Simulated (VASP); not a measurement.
Here is a VASP 6.6.1 calculation.

INCAR

```
  PREC = Accurate
  ENCUT = 520
  EDIFF = 1E-6
  ISMEAR = 0
  SIGMA = 0.1
  LREAL = False
  LASPH = True
  NELM = 60
  ALGO = Normal
  ISIF = 2
  LWAVE = False
  LCHARG = True
  GGA = PS
  LELF = True
  LVHAR = True
  NBANDS = 34
```

The input KPOINTS:

```
regular mesh
0
Gamma
  10 10 6
```

File POSCAR:

```
Ti2CuSb3
1.0
    3.6737469570      0.0000000000      0.0000000000
    0.0000000000      3.6737469570      0.0000000000
    0.0000000000      0.0000000000      8.0079994687
Ti Cu Sb
2 1 3
Direct
    0.0000000000      0.5000000000      0.7377194917
    0.5000000000      0.0000000000      0.2622805083
    0.0000000000      0.0000000000      0.0000000000
    0.0000000000      0.5000000000      0.3762654170
    0.5000000000      0.0000000000      0.6237345830
    0.5000000000      0.5000000000      0.0000000000
```

Potentials or basis: VASP PAW PBE potentials, release 64 (Ti_sv, Cu, Sb).

Launch:

```bash
$ cat potpaw_PBE.64/Ti_sv/POTCAR potpaw_PBE.64/Cu/POTCAR potpaw_PBE.64/Sb/POTCAR > POTCAR
$ mpirun -np 1 vasp_std > vasp.out
```

(1) Predict the pressure.

(2) Predict the largest force.

## Answers

(1) 7.5 GPa.

(2) 0.008 eV/Å.

Caveat: the cell differs from its parent crystal (equal strain along all axes, cell held: -2.0 %, then relaxed in part); the cell stands under pressure; the PAW data sets were made with another functional, which shifts forces and pressure a little.
